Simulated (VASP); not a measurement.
Here is a VASP 6.6.1 calculation.

POSCAR

```
GaSb
1.0
    0.0000000000      3.0664961745      3.0664961745
    3.0664961745      0.0000000000      3.0664961745
    3.0664961745      3.0664961745      0.0000000000
Ga Sb
1 1
Direct
    0.0000000000      0.0000000000      0.0000000000
    0.7500000000      0.7500000000      0.7500000000
```

The input INCAR.step1:

```
SYSTEM = GaSb
PREC = Accurate
ENCUT = 600
ISMEAR = 0
SIGMA = 0.01
LREAL = .False.
LASPH = .True.
NELM = 80
GGA = PE
ALGO = Normal
EDIFF = 1E-4
LWAVE = .True.
LCHARG = .False.
```

File INCAR.step2:

```
SYSTEM = GaSb
PREC = Accurate
ENCUT = 600
EDIFF = 1E-6
ISMEAR = 0
SIGMA = 0.01
LREAL = .False.
LASPH = .True.
NELM = 80
ALGO = Normal
ISIF = 3
LWAVE = .False.
LCHARG = .False.
METAGGA = R2SCAN
LMIXTAU = .True.
IBRION = 2
NSW = 100
EDIFFG = -0.002
PSTRESS = 20.0
ISTART = 1
```

The input KPOINTS:

```
regular mesh
0
Gamma
  8 8 8
  0 0 0
```

Potentials or basis: VASP PAW PBE potentials, release 64 (Ga_d, Sb).

Launch:

```bash
$ cat potpaw_PBE.64/Ga_d/POTCAR potpaw_PBE.64/Sb/POTCAR > POTCAR
$ cp INCAR.step1 INCAR
$ mpirun -np 1 vasp_std > vasp.out
$ cp INCAR.step2 INCAR
$ mpirun -np 1 vasp_std > vasp.out
```

Problem. Estimate the relaxed volume.

Solution. 27.88 Å³/atom.

Problem. Predict the space group after relaxing (to 0.1 Å).

Solution. F-43m (No. 216).

Problem. Estimate the band gap on the k mesh.

Solution. 0.65 eV.

Problem. Predict the relaxed cell.

Solution. a = 4.288 Å, b = 4.288 Å, c = 4.288 Å, α = 60.00°, β = 60.00°, γ = 60.00°.

Final structure:
```
Ga Sb
1.0
     0.00000    3.03233    3.03233
     3.03233    0.00000    3.03233
     3.03233    3.03233    0.00000
Ga Sb
1 1
Direct
  0.00000 0.00000 0.00000
  0.75000 0.75000 0.75000
```

Caveat: the cell is relaxed towards a set pressure, so the run minimises the enthalpy, not the energy; semilocal functionals underestimate gaps, and a narrow one can read as zero; the PAW data sets were made with another functional, which shifts forces and pressure a little; spin-orbit coupling is left out, which moves the levels of the heavy elements. A k mesh can miss the band edges.
